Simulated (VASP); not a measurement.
# CrCoPt2 (P4/mmm) in VASP: a series of runs, part 2 of 2

VASP 6.6.1.

**4. Single point, LDA, collinear spin, ferromagnetic start (10.93 Å³/atom)**

This run uses another cell than the first one, of 10.93 Å³/atom.

The input, INCAR:

```
SYSTEM = CrCoPt2
PREC     = Accurate       ! precision mode
ENCUT    = 520            ! plane-wave cutoff, eV
EDIFF    = 1E-6           ! SCF threshold, eV
ISMEAR   = -1             ! smearing method
SIGMA    = 0.05           ! smearing width, eV
LREAL    = .FALSE.        ! projectors in reciprocal space
LASPH    = .TRUE.         ! aspherical terms in the spheres
NELM     = 150            ! most SCF steps
ALGO     = Normal         ! electronic algorithm
ISIF     = 2              ! what is computed and relaxed
LWAVE    = .FALSE.        ! write WAVECAR
LCHARG   = .FALSE.        ! write CHGCAR
ISPIN    = 2              ! spin polarisation
MAGMOM   = 3 2 0 0        ! initial moments
LORBIT   = 11             ! projections on sites
LMAXMIX  = 4              ! l up to which the mixer works
NBANDS   = 32             ! bands
```

The input, KPOINTS:

```
regular mesh
0
G
  8 8 8
  0 0 0
```

The input, POSCAR:

```
CrCoPt2
1.0
    3.5452455511      0.0000000000      0.0000000000
    0.0000000000      3.5452455511      0.0000000000
    0.0000000000      0.0000000000      3.4774783541
Cr Co Pt
1 1 2
Direct
    0.0000000000      0.0000000000      0.0000000000
    0.5000000000      0.5000000000      0.0000000000
    0.0000000000      0.5000000000      0.5000000000
    0.5000000000      0.0000000000      0.5000000000
```

Potentials or basis: VASP PAW LDA potentials, release 64 (Cr_pv, Co, Pt).

Started as:

```
$ cat potpaw_LDA.64/Cr_pv/POTCAR potpaw_LDA.64/Co/POTCAR potpaw_LDA.64/Pt/POTCAR > POTCAR
$ mpirun -np 1 vasp_std > vasp.out
```

OUTCAR:

```text
SYSTEM = CrCoPt2
   PREC = Accurate
   ENCUT = 520
   EDIFF = 1E-6
   ISMEAR = -1
   LREAL = .FALSE.
   LASPH = .TRUE.
   NELM = 150
   ISIF = 2
   ISPIN = 2
   LORBIT = 11

 ion  position               nearest neighbor table
   1  0.000  0.000  0.000-   3 2.48   4 2.48   3 2.48   4 2.48   3 2.48   3 2.48   4 2.48   4 2.48
                             2 2.51   2 2.51   2 2.51   2 2.51
   2  0.500  0.500  0.000-   3 2.48   4 2.48   3 2.48   4 2.48   4 2.48   4 2.48   3 2.48   3 2.48
                             1 2.51   1 2.51   1 2.51   1 2.51
   3  0.000  0.500  0.500-   1 2.48   2 2.48   1 2.48   2 2.48   1 2.48   1 2.48   2 2.48   2 2.48
                             4 2.51   4 2.51   4 2.51   4 2.51
   4  0.500  0.000  0.500-   1 2.48   2 2.48   1 2.48   2 2.48   2 2.48   2 2.48   1 2.48   1 2.48
                             3 2.51   3 2.51   3 2.51   3 2.51

  LATTYP: Found a simple tetragonal cell.
 ALAT       =     3.5452455511
 C/A-ratio  =     0.9808850484

  Lattice vectors:

 A1 = (   3.5452455511,   0.0000000000,   0.0000000000)
 A2 = (   0.0000000000,   3.5452455511,   0.0000000000)
 A3 = (   0.0000000000,   0.0000000000,   3.4774783541)

Analysis of symmetry for initial positions (statically):
=====================================================================
 Subroutine PRICEL returns:
 Original cell was already a primitive cell.

 Routine SETGRP: Setting up the symmetry group for a
 simple tetragonal supercell.

 Subroutine GETGRP returns: Found 16 space group operations
 (whereof 16 operations were pure point group operations)
 out of a pool of 16 trial point group operations.

The static configuration has the point symmetry D_4h.

Analysis of symmetry for dynamics (positions and initial velocities):
=====================================================================
 Subroutine PRICEL returns:
 Original cell was already a primitive cell.

 Routine SETGRP: Setting up the symmetry group for a
 simple tetragonal supercell.

 Subroutine GETGRP returns: Found 16 space group operations
 (whereof 16 operations were pure point group operations)
 out of a pool of 16 trial point group operations.

The dynamic configuration has the point symmetry D_4h.

Analysis of structural, dynamic, and magnetic symmetry:
=====================================================================
 Subroutine PRICEL returns:
 Original cell was already a primitive cell.

 Routine SETGRP: Setting up the symmetry group for a
 simple tetragonal supercell.

 Subroutine GETGRP returns: Found 16 space group operations
 (whereof 16 operations were pure point group operations)
 out of a pool of 16 trial point group operations.

The overall configuration has the point symmetry D_4h.

 Subroutine INISYM returns: Found 16 space group operations
 (whereof 16 operations are pure point group operations),
 and found     1 'primitive' translations

----------------------------------------------------------------------------------------

                                     Primitive cell

  volume of cell :      43.7076

  direct lattice vectors                    reciprocal lattice vectors
     3.545245551  0.000000000  0.000000000     0.282067909  0.000000000  0.000000000
     0.000000000  3.545245551  0.000000000     0.000000000  0.282067909  0.000000000
     0.000000000  0.000000000  3.477478354     0.000000000  0.000000000  0.287564694

  length of vectors
[... 87 lines left out ...]
   LREAL  =      F    real-space projection
   EDIFFG = 0.1E-04   stopping-criterion for IOM
   NSW    =      0    number of steps for IOM
   IBRION =     -1    ionic relax: 0-MD 1-quasi-New 2-CG
   NFREE  =      0    steps in history (QN), initial steepest desc. (CG)
   ISIF   =      2    stress and relaxation
   ISYM   =      2    0-nonsym 1-usesym 2-fastsym
   POTIM  = 0.5000    time-step for ionic-motion
   TEBEG  =    0.0;   TEEND  =   0.0 temperature during run
   PSTRESS=    0.0 pullay stress
   NELECT =      41.0000    total number of electrons
   NUPDOWN=      -1.0000    fix difference up-down
   EMIN   =  10.00;   EMAX   =-10.00  energy-range for DOS
   EFERMI =   0.00;   METHOD = LEGACY
   ISMEAR =    -1;   SIGMA  =   0.05  broadening in eV -4-tet -1-fermi 0-gaus
   EFERMI_NEDOS =   21; number of points for ismear=-14 and -15
   IALGO  =     38    algorithm
   IMIX   =      4    mixing-type and parameters
     AMIX     =   0.40;   BMIX     =  1.00
     AMIX_MAG =   1.60;   BMIX_MAG =  1.00
  volume/ion in A,a.u.               =      10.93        73.74
  Fermi-wavevector in a.u.,A,eV,Ry     =   1.602570  3.028419 34.942912  2.568232
  Thomas-Fermi vector in A             =   2.699370
   LORBIT       =     11    0 simple, 1 ext, 2 COOP (PROOUT), +10 PAW based schemes
   GGA     = CA    functional components
   LHFCALC =     F    Hartree Fock is set to
   AEXX    =    0.0000 exact exchange contribution
   IVDW    =     0    specifies the selected vdW correction
   LEPSILON=     F    determine dielectric tensor
   LRPA    =     F    only Hartree local field effects (RPA)
 spin polarized calculation
  energy-cutoff  :      520.00
  volume of cell :       43.71
 maximum number of plane-waves:      1205
 NGX is ok and might be reduce to    28
   NGX = 13   NGY = 13   NGZ = 13

 number of electron      40.9999993 magnetization       1.6169797

 Free energy of the ion-electron system (eV)
  ---------------------------------------------------
  ext. energy  EPLUGINS =         0.00000000
  ---------------------------------------------------
  free energy    TOTEN  =       -33.00627247 eV

  energy without entropy =      -32.97152348  energy(sigma->0) =      -32.98889798

 E-fermi :  14.7715     XC(G=0): -14.8626

 val. band max:       14.7713324478   @ k =   0.3750   0.3750   0.3750
 cond. band min:      14.7728423528   @ k =   0.2500   0.2500   0.3750
 fundamental gap:      0.0015099051
 Fermi energy:        14.7714966365

 spin component 1

 k-point     1 :       0.0000    0.0000    0.0000
  band No.  band energies     occupation
      1     -29.0614      1.00000
      2     -28.9914      1.00000
      3     -28.9914      1.00000
      4       2.9833      1.00000
      5       5.1077      1.00000
      6       6.0045      1.00000
[... 829 lines left out ...]
     31      27.6569      0.00000
     32      28.9939      0.00000

 [... further k-points ...]

 spin component 2

 k-point     1 :       0.0000    0.0000    0.0000
  band No.  band energies     occupation
      1     -27.5441      1.00000
      2     -27.4928      1.00000
      3     -27.4928      1.00000
      4       3.0840      1.00000
      5       5.2255      1.00000
      6       6.0575      1.00000
[... 829 lines left out ...]
     31      27.7405      0.00000
     32      29.3376      0.00000

 [... further k-points ...]

------------------------ aborting loop because EDIFF is reached ----------------------------------------

  FORCE on cell =-STRESS in cart. coord.  units (eV):
  Direction    XX          YY          ZZ          XY          YZ          ZX
  --------------------------------------------------------------------------------------
  -------------------------------------------------------------------------------------
  Total       18.0403028     18.0403028     16.4691741      0.0000000      0.0000000      0.0000000
  in kB      661.2981828    661.2981828    603.7057689      0.0000000      0.0000000      0.0000000
  external PRESSURE =     642.1007115 kB  Pullay stress =       0.0000000 kB

 VOLUME and BASIS-vectors are now :
 -----------------------------------------------------------------------------
  energy-cutoff  :      520.00
  volume of cell :       43.71
      direct lattice vectors                 reciprocal lattice vectors
     3.545245551  0.000000000  0.000000000     0.282067909  0.000000000  0.000000000
     0.000000000  3.545245551  0.000000000     0.000000000  0.282067909  0.000000000
     0.000000000  0.000000000  3.477478354     0.000000000  0.000000000  0.287564694

 POSITION                                       TOTAL-FORCE (eV/Angst)
 -----------------------------------------------------------------------------------
      0.00000      0.00000      0.00000         0.000000      0.000000      0.000000
      1.77262      1.77262      0.00000         0.000000      0.000000      0.000000
      0.00000      1.77262      1.73874         0.000000      0.000000      0.000000
      1.77262      0.00000      1.73874         0.000000      0.000000      0.000000
 -----------------------------------------------------------------------------------
    total drift:                                0.000000      0.000000      0.000000

  FREE ENERGIE OF THE ION-ELECTRON SYSTEM (eV)
  ---------------------------------------------------
  free  energy   TOTEN  =       -33.0062724716 eV

  energy  without entropy=      -32.9715234801  energy(sigma->0) =      -32.98889798

 total charge

# of ion       s       p       d       tot
------------------------------------------
    1        0.402   6.436   4.378  11.217
    2        0.515   0.677   7.523   8.716
    3        0.871   1.034   8.217  10.121
    4        0.871   1.034   8.217  10.121
--------------------------------------------------
tot          2.659   9.182  28.335  40.175

 magnetization (x)

# of ion       s       p       d       tot
------------------------------------------
    1        0.013   0.024   1.583   1.620
    2       -0.005  -0.005  -0.083  -0.094
    3       -0.005  -0.001   0.020   0.014
    4       -0.005  -0.001   0.020   0.014
--------------------------------------------------
tot         -0.002   0.017   1.540   1.555
```

Wall time 1.7 min (1 thread of Intel Xeon 6975P-C (Granite Rapids), shared host); peak memory 0.28 GiB.

What came out:

```yaml
Free_energy: -33.0063 eV
Pressure: 64.2 GPa
Net_moment: 1.62 μB per cell
Site_moments: Cr +1.62; Co -0.09; Pt +0.01 μB
Valence_electrons_inside_the_program's_atomic_spheres: Cr 11.22; Co 8.72; Pt 10.12
```

Stress tensor (GPa, compression positive):
```
66.13  0.00  0.00
 0.00 66.13  0.00
 0.00  0.00 60.37
```

Levels at points of the mesh, in eV from the Fermi level:
Spin up:
| k point | band 18 | band 19 | band 20 | band 21 | band 22 | band 23 | band 24 | band 25 | band 26 | band 27 |
| --- | --- | --- | --- | --- | --- | --- | --- | --- | --- | --- |
| (0.00, 0.00, 0.00) | 0.52 | 0.61 | 0.91 | 0.92 | 1.01 | 1.63 | 1.63 | 1.90 | 1.90 | 2.34 |
| (0.50, 0.00, 0.00) | -1.46 | -1.19 | -1.17 | -0.81 | -0.58 | 0.06 | 0.51 | 1.63 | 4.15 | 9.05 |
| (0.50, 0.50, 0.00) | -2.44 | -2.26 | -1.66 | -1.12 | -0.79 | -0.79 | 2.23 | 2.34 | 3.07 | 3.07 |
| (0.00, 0.00, 0.50) | -1.79 | -1.13 | -1.10 | -1.10 | -0.89 | -0.15 | 0.89 | 1.01 | 4.15 | 8.69 |
| (0.50, 0.00, 0.50) | -1.57 | -1.46 | -1.25 | -1.14 | -0.88 | -0.56 | 1.74 | 2.61 | 2.90 | 3.54 |
| (0.50, 0.50, 0.50) | -0.85 | -0.82 | 0.10 | 0.10 | 0.25 | 0.51 | 0.70 | 0.89 | 0.89 | 1.06 |
Spin down:
```
           k point  band 18  band 19  band 20  band 21  band 22  band 23
(0.00, 0.00, 0.00)     0.47     1.03     1.70     1.72     1.89     2.04
(0.50, 0.00, 0.00)    -1.48    -0.64    -0.21    -0.21     0.47     0.49
(0.50, 0.50, 0.00)    -2.42    -2.24    -1.67    -0.05    -0.05     0.28
(0.00, 0.00, 0.50)    -1.74    -1.11    -0.41    -0.41     0.31     0.62
(0.50, 0.00, 0.50)    -1.64    -1.51    -1.36     0.13     0.30     0.46
(0.50, 0.50, 0.50)    -0.68    -0.62     0.08     0.08     0.25     1.46
```

Caveat: the stress differs along the axes, from 60 to 66 GPa; an empty level that is flat over the whole mesh can mark a ghost state of the potentials, or a narrow d or f band; spin-orbit coupling is left out, which moves the levels of the heavy elements.
